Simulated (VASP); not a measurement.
# WS2 (P1) in VASP: notebook, part 2 of 3

VASP 6.6.1. Earlier steps stand in the parts before.

## 3. Single point, LDA

The input, INCAR:

```
PREC     = Accurate       # precision mode
ENCUT    = 520            # plane-wave cutoff, eV
EDIFF    = 1E-7           # SCF threshold, eV
ISMEAR   = -1             # smearing method
SIGMA    = 0.3            # smearing width, eV
LREAL    = F              # projectors in reciprocal space
LASPH    = T              # aspherical terms in the spheres
NELM     = 100            # most SCF steps
ALGO     = Normal         # electronic algorithm
ISIF     = 2              # what is computed and relaxed
LWAVE    = F              # write WAVECAR
LCHARG   = F              # write CHGCAR
NBANDS   = 64             # bands
```

The input, KPOINTS:

```
regular mesh
0
Gamma
  2 2 2
```

The input, POSCAR:

```
WS2
1.0
   -3.3086040000     -1.9102230000      6.4572600000
    3.3086040000     -1.9102230000      6.4572600000
    0.0000000000      3.8204460000      6.4572600000
W S
4 8
Direct
    0.0341679558     -0.0325066901     -0.0116809954
    0.4551551450      0.5368512319      0.0278379533
    0.4836250626     -0.0240815109      0.5422745569
    0.0266020769      0.5023616419      0.4494079125
    0.3371542849      0.1988784441      0.2481233991
    0.3652835202      0.4797426697      0.4073316214
    0.7147888331      0.7909538864      0.2384026301
    0.9104794104      0.9494988881      0.4015691690
    0.7642391443      0.2265199129      0.7541451282
    0.9002568615      0.4599503153      0.9051034968
    0.2508200884      0.7511519504      0.7474232155
    0.4343736502      0.9177497206      0.9277600473
```

Potentials or basis: VASP PAW LDA potentials, release 64 (W_sv, S).

On the command line:

```console
> cat potpaw_LDA.64/W_sv/POTCAR potpaw_LDA.64/S/POTCAR > POTCAR
> mpirun -np 1 vasp_std > vasp.out
```

OUTCAR:

```text
PREC = Accurate
   ENCUT = 520
   EDIFF = 1E-7
   ISMEAR = -1
   LREAL = F
   LASPH = T
   NELM = 100
   ISIF = 2

 ion  position               nearest neighbor table
   1  0.034  0.967  0.988-  11 2.31   9 2.52   7 2.52  12 2.56   8 2.57   2 2.83  10 2.91   3 2.96
                             4 3.07
   2  0.455  0.537  0.028-   6 2.29  12 2.39   5 2.40  11 2.48  10 2.62   4 2.83   1 2.83   9 2.91
                             3 3.07
   3  0.484  0.976  0.542-   5 2.25  11 2.33  12 2.46   7 2.49   8 2.60   6 2.90   1 2.96   2 3.07
                             4 3.29   4 3.40
   4  0.027  0.502  0.449-   6 2.27   5 2.51   7 2.61   9 2.66   8 2.74  10 2.79   2 2.83   1 3.07
                             3 3.29   3 3.40
   5  0.337  0.199  0.248-   3 2.25   2 2.40   4 2.51   7 2.61
   6  0.365  0.480  0.407-   4 2.27   2 2.29   3 2.90
   7  0.715  0.791  0.238-   3 2.49   1 2.52   4 2.61   5 2.61
   8  0.910  0.949  0.402-   1 2.57   3 2.60   4 2.74
   9  0.764  0.227  0.754-   1 2.52   4 2.66   2 2.91
  10  0.900  0.460  0.905-   2 2.62   4 2.79   1 2.91
  11  0.251  0.751  0.747-   1 2.31   3 2.33   2 2.48
  12  0.434  0.918  0.928-   2 2.39   3 2.46   1 2.56

  LATTYP: Found a trigonal (rhomboedric) cell.
 ALAT       =     7.5028007468
 COS(alpha) =     0.6110688295

  Lattice vectors:

 A1 = (  -3.3086040000,  -1.9102230000,   6.4572600000)
 A2 = (   3.3086040000,  -1.9102230000,   6.4572600000)
 A3 = (   0.0000000000,   3.8204460000,   6.4572600000)

Analysis of symmetry for initial positions (statically):
=====================================================================
 Subroutine PRICEL returns:
 Original cell was already a primitive cell.

 Routine SETGRP: Setting up the symmetry group for a
 trigonal (rhombohedral) supercell.

 Subroutine GETGRP returns: Found  1 space group operations
 (whereof  1 operations were pure point group operations)
 out of a pool of 12 trial point group operations.

The static configuration has the point symmetry C_1 .

Analysis of symmetry for dynamics (positions and initial velocities):
[... 145 lines left out ...]
 non-spin polarized calculation
  energy-cutoff  :      520.00
  volume of cell :      244.87
 maximum number of plane-waves:      6636
 NGX is ok and might be reduce to    56
   NGX = 27   NGY = 27   NGZ = 27

 number of electron     104.0000000 magnetization

 Free energy of the ion-electron system (eV)
  ---------------------------------------------------
  ext. energy  EPLUGINS =         0.00000000
  ---------------------------------------------------
  free energy    TOTEN  =       -98.49364476 eV

  energy without entropy =      -97.20513946  energy(sigma->0) =      -97.84939211

 E-fermi :   5.6133     XC(G=0): -10.5519

 val. band max:        5.5845467588   @ k =   0.5000   0.0000   0.5000
 cond. band min:       5.7358288424   @ k =   0.5000   0.0000  -0.0000
 fundamental gap:      0.1512820836
 Fermi energy:         5.6133295819

 k-point     1 :       0.0000    0.0000    0.0000
  band No.  band energies     occupation
      1     -68.7608      2.00000
      2     -68.6665      2.00000
      3     -68.6240      2.00000
      4     -68.5322      2.00000
      5     -33.3814      2.00000
      6     -33.3429      2.00000
[... 525 lines left out ...]
     63       8.5205      0.00012
     64       8.6896      0.00007

------------------------ aborting loop because EDIFF is reached ----------------------------------------

  FORCE on cell =-STRESS in cart. coord.  units (eV):
  Direction    XX          YY          ZZ          XY          YZ          ZX
  --------------------------------------------------------------------------------------
  -------------------------------------------------------------------------------------
  Total      -17.5746169    -17.6963337    -19.5122860     -1.0239498      1.6095830     -3.3491072
  in kB     -114.9921159   -115.7885188   -127.6704390     -6.6997847     10.5316296    -21.9134749
  external PRESSURE =    -119.4836913 kB  Pullay stress =       0.0000000 kB

 VOLUME and BASIS-vectors are now :
 -----------------------------------------------------------------------------
  energy-cutoff  :      520.00
  volume of cell :      244.87
      direct lattice vectors                 reciprocal lattice vectors
    -3.308604000 -1.910223000  6.457260000    -0.151121137 -0.087249848  0.051621482
     3.308604000 -1.910223000  6.457260000     0.151121137 -0.087249848  0.051621482
     0.000000000  3.820446000  6.457260000     0.000000000  0.174499696  0.051621482

 POSITION                                       TOTAL-FORCE (eV/Angst)
 -----------------------------------------------------------------------------------
      3.08800      1.86242     12.84982         2.372283      0.058711      1.881017
      0.27030     -1.78860      6.58540        -2.377132     -3.026128     -0.547127
      1.62880     -0.71632     12.92626        -0.718374     -1.207624      2.749387
      1.57410      0.70650      6.31760         1.972495      2.799026      0.216352
     -0.45750     -0.07600      5.06350         3.404192     -0.162467     -1.138808
      0.37870     -0.05800      8.08680        -1.748878      0.916043      0.538386
      0.25200     -1.96550     11.26240        -2.314993      0.280237      1.727484
      0.12910     -2.01880     14.60340        -0.380893      0.354216     -2.848088
     -1.77910      0.98860     11.26730         0.313686     -0.954012      2.295397
     -1.45680      0.85960     14.62770        -0.745450      0.173483     -2.983901
      1.65540      0.94150     11.29630        -0.924818      0.815407     -0.150217
      1.59930      0.96160     14.72180         1.147880     -0.046891     -1.739881
 -----------------------------------------------------------------------------------
    total drift:                               -0.000077      0.000009     -0.000157

  FREE ENERGIE OF THE ION-ELECTRON SYSTEM (eV)
  ---------------------------------------------------
  free  energy   TOTEN  =       -98.4936447578 eV

  energy  without entropy=      -97.2051394617  energy(sigma->0) =      -97.84939211
```

stdout:

```text
POSCAR found type information on POSCAR W S
 POSCAR found :  2 types and      12 ions
 scaLAPACK will be used
 LDA part: xc-table for (Slater(with rela. corr.)+CA(PZ))
 , standard interpolation
 POSCAR, INCAR and KPOINTS ok, starting setup
 FFT: planning ... GRIDC
 FFT: planning ... GRID_SOFT
 FFT: planning ... GRID
 WAVECAR not read
 entering main loop
```

It took 7.3 min on 1 thread of Intel Xeon 8259CL, shared host; peak memory 0.37 GiB.

Results:

* Free energy: -98.4936 eV
* Pressure: -11.9 GPa
* Largest force: 3.887 eV/Å
* Band gap on the k mesh: 0.06 eV (least direct gap 0.08 eV)

Forces in eV/Å, atoms in the order of the input:
```
W    2.372  0.059  1.881
W   -2.377 -3.026 -0.547
W   -0.718 -1.208  2.749
W    1.972  2.799  0.216
S    3.404 -0.162 -1.139
S   -1.749  0.916  0.538
S   -2.315  0.280  1.727
S   -0.381  0.354 -2.848
S    0.314 -0.954  2.295
S   -0.745  0.173 -2.984
S   -0.925  0.815 -0.150
S    1.148 -0.047 -1.740
```

Stress tensor (GPa, compression positive):
```
-11.50  -0.67  -2.19
 -0.67 -11.58   1.05
 -2.19   1.05 -12.77
```

Levels at points of the mesh, in eV from the valence-band top:
```
           k point  band 48  band 49  band 50  band 51  band 52  band 53  band 54  band 55  band 56  band 57
(0.00, 0.00, 0.00)    -1.41    -1.38    -1.07    -0.99    -0.81     0.39     0.88     1.17     1.32     1.54
(0.50, 0.00, 0.00)    -1.76    -1.48    -1.30    -0.93     0.00     0.08     0.32     0.78     1.24     1.43
(0.00, 0.50, 0.00)    -1.72    -1.65    -1.58    -0.92    -0.18     0.11     0.54     0.92     1.35     1.43
(0.00, 0.00, 0.50)    -1.79    -1.62    -1.24    -1.03    -0.80     0.22     0.60     0.99     1.14     1.48
(0.50, 0.50, 0.00)    -1.77    -1.71    -1.28    -0.96    -0.83     0.13     0.38     1.08     1.36     1.45
(0.50, 0.00, 0.50)    -1.85    -1.76    -1.35    -0.98    -0.15     0.12     0.56     0.62     1.17     1.43
(0.00, 0.50, 0.50)    -1.65    -1.49    -1.38    -0.94    -0.20     0.06     0.34     0.79     1.28     1.65
(0.50, 0.50, 0.50)    -1.53    -1.39    -1.03    -0.99    -0.36     0.58     0.90     1.25     1.37     1.60
```

Caveat: the k points lie up to 0.57 Å⁻¹ apart; the smearing spreads over this small gap; so wide a smearing shifts energies and pressures; spin-orbit coupling is left out, which moves the levels of the heavy elements; forces of over 1 eV/Å act on the atoms, so gaps and moduli don't describe the material at rest.

## 4. Single point, LDA

The input, INCAR:

```
  PREC = Accurate
  ENCUT = 520
  EDIFF = 1E-6
  ISMEAR = -1
  SIGMA = 0.3
  LREAL = False
  LASPH = True
  NELM = 80
  ALGO = Normal
  ISIF = 2
  LWAVE = False
  LCHARG = True
  GGA = CA
  LELF = True
  LVHAR = True
  NBANDS = 64
```

KPOINTS is that of step 3.

The input, POSCAR:

```
WS2
1.0
   -3.3086040000     -1.9102230000      6.4572600000
    3.3086040000     -1.9102230000      6.4572600000
    0.0000000000      3.8204460000      6.4572600000
W S
4 8
Direct
   -0.0208267874     -0.0689739818      0.0745621075
    0.5039839651      0.4938588489     -0.0033497938
    0.4984025385      0.0175350790      0.4618455289
    0.0338413771      0.5653948661      0.4520610563
    0.2035387201      0.2696995541      0.2948584107
    0.4275900421      0.3699222161      0.4794535137
    0.7523642022      0.7008016701      0.2709555042
    0.8797477424      0.9830843762      0.3806426679
    0.7136394986      0.3075770021      0.7418377979
    0.9895334500      0.3478731002      0.8559850741
    0.2641376643      0.7571250390      0.7524617557
    0.3559096826      0.8938707079      0.9839843952
```

On the command line:

```console
> cat potpaw_LDA.64/W_sv/POTCAR potpaw_LDA.64/S/POTCAR > POTCAR
> mpirun -np 1 vasp_std > vasp.out
```

Run time: 6.4 min. Hardware: 1 thread of Intel Xeon 8259CL, shared host; peak memory 0.37 GiB.

The run converged. Its results:

- Free energy: -96.6409 eV
- Pressure: -3.3 GPa
- Largest force: 7.100 eV/Å
- Band gap on the k mesh: 0.15 eV (least direct gap 0.17 eV)

Forces on the atoms (eV/Å):
```
W    2.360 -5.747 -3.435
W    0.455  2.078  0.984
W   -1.176  0.995  0.977
W   -1.532  3.108 -2.805
S   -0.862 -1.674  0.579
S    0.628 -1.588 -1.423
S    1.069 -0.074  1.020
S    0.148  2.706  3.073
S   -1.655 -0.240 -0.085
S    2.174  2.318  1.037
S    0.417 -0.068 -0.050
S   -2.025 -1.814  0.129
```

Stress tensor (GPa, compression positive):
```
-6.53 -0.99  1.02
-0.99 -2.46  3.91
 1.02  3.91 -1.04
```

Levels at points of the mesh, in eV from the valence-band top:
```tsv
k point	band 50	band 51	band 52	band 53	band 54	band 55
(0.00, 0.00, 0.00)	-0.84	-0.55	-0.40	0.21	0.86	1.05
(0.50, 0.00, 0.00)	-0.82	-0.71	-0.09	0.39	0.49	0.97
(0.00, 0.50, 0.00)	-1.04	-0.87	-0.03	0.15	0.68	1.02
(0.00, 0.00, 0.50)	-1.05	-0.53	-0.29	0.43	0.55	0.78
(0.50, 0.50, 0.00)	-0.90	-0.65	-0.30	0.45	0.53	0.89
(0.50, 0.00, 0.50)	-0.93	-0.77	-0.07	0.21	0.70	1.04
(0.00, 0.50, 0.50)	-0.83	-0.68	0.00	0.35	0.53	0.94
(0.50, 0.50, 0.50)	-0.86	-0.42	-0.26	0.32	0.90	1.07
```

Caveat: the k points lie up to 0.57 Å⁻¹ apart; so wide a smearing shifts energies and pressures; spin-orbit coupling is left out, which moves the levels of the heavy elements; forces of over 1 eV/Å act on the atoms, so gaps and moduli don't describe the material at rest. A k mesh can miss the band edges.

## 5. Single point, LDA

The input, INCAR:

```
SYSTEM = WS2
PREC = Accurate ; ENCUT = 520
EDIFF = 1E-7 ; ISMEAR = -1
SIGMA = 0.3 ; LREAL = .False.
LASPH = .True. ; NELM = 100
ALGO = Normal ; ISIF = 2
LWAVE = .False. ; LCHARG = .False.
GGA = CA ; NBANDS = 64
```

The input, KPOINTS:

```
regular mesh
0
Gamma
  2 2 2
  0 0 0
```

The input, POSCAR:

```
WS2
1.0
   -3.3086040000     -1.9102230000      6.4572600000
    3.3086040000     -1.9102230000      6.4572600000
    0.0000000000      3.8204460000      6.4572600000
W S
4 8
Direct
   -0.0427464931      0.0199385548      0.0369935216
    0.4544422082      0.4997785495      0.0844860622
    0.4866385367     -0.0286240937      0.5553565534
   -0.0433358392      0.4825354951      0.5204024044
    0.2736718107      0.2103822783      0.2821532497
    0.4226485134      0.3230294596      0.4991069667
    0.6648499440      0.7707858614      0.3036777735
    0.9182081524      0.8466069575      0.4505208066
    0.6622403287      0.2810825957      0.8680026224
    0.8600105862      0.4751352733      0.9112094057
    0.2275233449      0.7439647202      0.8304681826
    0.4701730478      0.9038604882      0.8984318750
```

On the command line:

```console
> cat potpaw_LDA.64/W_sv/POTCAR potpaw_LDA.64/S/POTCAR > POTCAR
> mpirun -np 1 vasp_std > vasp.out
```

Run time: 7.3 min. Hardware: 1 thread of Intel Xeon 8259CL, shared host; peak memory 0.37 GiB.

It converged, with:

```
Free energy            : -98.8430 eV
Pressure               : -4.4 GPa
Largest force          : 4.842 eV/Å
Band gap on the k mesh : 0.65 eV (least direct gap 0.92 eV)
```

Forces in eV/Å, atoms in the order of the input:
```
W   -0.753  0.589  0.294
W    1.029 -0.547  1.507
W   -1.609 -0.788 -3.220
W   -0.503  1.195  1.185
S    2.323  1.346  0.407
S    3.888 -1.837  1.557
S   -2.662 -0.874  0.943
S    1.112 -1.301  0.269
S   -2.529 -2.780 -3.053
S   -2.415  1.024 -0.673
S    0.832  0.223 -0.263
S    1.288  3.750  1.046
```

Stress tensor (GPa, compression positive):
```
-6.87 -0.65  5.99
-0.65 -8.42  3.71
 5.99  3.71  2.16
```

Levels at points of the mesh, in eV from the valence-band top:
| k point | band 50 | band 51 | band 52 | band 53 | band 54 | band 55 |
| --- | --- | --- | --- | --- | --- | --- |
| (0.00, 0.00, 0.00) | -1.01 | -0.95 | -0.34 | 0.96 | 1.23 | 1.34 |
| (0.50, 0.00, 0.00) | -1.35 | -0.79 | -0.43 | 0.66 | 0.75 | 1.22 |
| (0.00, 0.50, 0.00) | -1.14 | -0.81 | -0.77 | 0.91 | 1.12 | 1.33 |
| (0.00, 0.00, 0.50) | -1.06 | -0.99 | -0.72 | 0.87 | 1.06 | 1.23 |
| (0.50, 0.50, 0.00) | -1.15 | -0.99 | -0.84 | 0.84 | 1.10 | 1.26 |
| (0.50, 0.00, 0.50) | -1.15 | -0.90 | -0.81 | 0.87 | 1.14 | 1.25 |
| (0.00, 0.50, 0.50) | -1.20 | -0.88 | -0.49 | 0.65 | 0.77 | 1.25 |
| (0.50, 0.50, 0.50) | -1.12 | -0.95 | 0.00 | 0.92 | 1.20 | 1.30 |

Caveat: the k points lie up to 0.57 Å⁻¹ apart; the atoms stand as in a frame of molecular dynamics; so wide a smearing shifts energies and pressures; spin-orbit coupling is left out, which moves the levels of the heavy elements; forces of over 1 eV/Å act on the atoms, so gaps and moduli don't describe the material at rest. A k mesh can miss the band edges.

## 6. Single point, LDA

The input, INCAR:

```
ALGO = Normal
EDIFF = 1E-7
ENCUT = 520
GGA = CA
ISIF = 2
ISMEAR = -1
LASPH = T
LCHARG = F
LREAL = F
LWAVE = F
NBANDS = 64
NELM = 100
PREC = Accurate
SIGMA = 0.3
```

The input, KPOINTS:

```
k-points
0
Gamma
  2 2 2
```

The input, POSCAR:

```
WS2
1.0
   -3.3086040000     -1.9102230000      6.4572600000
    3.3086040000     -1.9102230000      6.4572600000
    0.0000000000      3.8204460000      6.4572600000
W S
4 8
Direct
   -0.0399571770     -0.0450046230      0.0476394682
    0.4912196260      0.5147945234     -0.0086871097
    0.4299232636     -0.0260394325      0.5554085003
   -0.0301483452      0.4840866614      0.5319597273
    0.2371257395      0.2764474595      0.2518133582
    0.4098789345      0.4022926534      0.3867425026
    0.6663724122      0.7194159315      0.3297690289
    0.8199098192      0.8710189879      0.5121263587
    0.7334034700      0.2288402161      0.7791760493
    0.8780289035      0.3305472465      0.9785899235
    0.2290633238      0.6683120221      0.8254761422
    0.3717842782      0.9074784864      0.9505374912
```

Potentials or basis: VASP PAW LDA potentials, release 64 (W_sv, S).

On the command line:

```console
> cat potpaw_LDA.64/W_sv/POTCAR potpaw_LDA.64/S/POTCAR > POTCAR
> mpirun -np 1 vasp_std > vasp.out
```

Run time: 6.3 min. Hardware: 1 thread of Intel Xeon 8259CL, shared host; peak memory 0.37 GiB.

Results (log left out):

```
Free energy            : -100.7107 eV
Pressure               : -7.7 GPa
Largest force          : 3.779 eV/Å
Band gap on the k mesh : 0.45 eV (least direct gap 0.93 eV)
```

Forces in eV/Å, atoms in the order of the input:
```
W   -1.298  1.567 -1.214
W   -0.785  2.283 -2.020
W   -0.051 -0.690  0.287
W   -0.469  1.018 -1.481
S   -0.334  1.064 -0.434
S    0.567  2.779  1.183
S   -0.748 -1.299  1.785
S   -0.137 -2.154 -0.152
S   -0.358 -0.112  0.400
S    0.019 -2.698  2.646
S    2.819 -1.780  0.251
S    0.776  0.023 -1.251
```

Stress tensor (GPa, compression positive):
```
 -9.00  -1.11  -0.30
 -1.11 -12.24   0.80
 -0.30   0.80  -1.95
```

Levels at points of the mesh, in eV from the valence-band top:
| k point | band 49 | band 50 | band 51 | band 52 | band 53 | band 54 | band 55 | band 56 |
| --- | --- | --- | --- | --- | --- | --- | --- | --- |
| (0.00, 0.00, 0.00) | -1.30 | -0.95 | -0.94 | -0.56 | 0.95 | 1.26 | 1.51 | 1.55 |
| (0.50, 0.00, 0.00) | -1.52 | -1.37 | -0.99 | -0.79 | 0.78 | 0.89 | 1.35 | 1.52 |
| (0.00, 0.50, 0.00) | -1.53 | -1.31 | -1.05 | -0.63 | 0.68 | 1.06 | 1.38 | 1.72 |
| (0.00, 0.00, 0.50) | -1.50 | -1.18 | -0.91 | -0.71 | 0.51 | 0.89 | 1.31 | 1.48 |
| (0.50, 0.50, 0.00) | -1.46 | -1.19 | -0.95 | -0.69 | 0.45 | 1.00 | 1.26 | 1.37 |
| (0.50, 0.00, 0.50) | -1.52 | -1.42 | -1.03 | -0.65 | 0.73 | 1.12 | 1.41 | 1.69 |
| (0.00, 0.50, 0.50) | -1.52 | -1.40 | -1.04 | -0.80 | 0.69 | 0.98 | 1.28 | 1.57 |
| (0.50, 0.50, 0.50) | -1.38 | -1.06 | -0.91 | 0.00 | 0.93 | 1.28 | 1.49 | 1.54 |

Caveat: the k points lie up to 0.57 Å⁻¹ apart; the atoms stand as in a frame of molecular dynamics; so wide a smearing shifts energies and pressures; spin-orbit coupling is left out, which moves the levels of the heavy elements; forces of over 1 eV/Å act on the atoms, so gaps and moduli don't describe the material at rest. A k mesh can miss the band edges.

(Part 2 of 3 ends here.)

The gap in the log of VASP goes by the Fermi energy; the results here count the filled bands.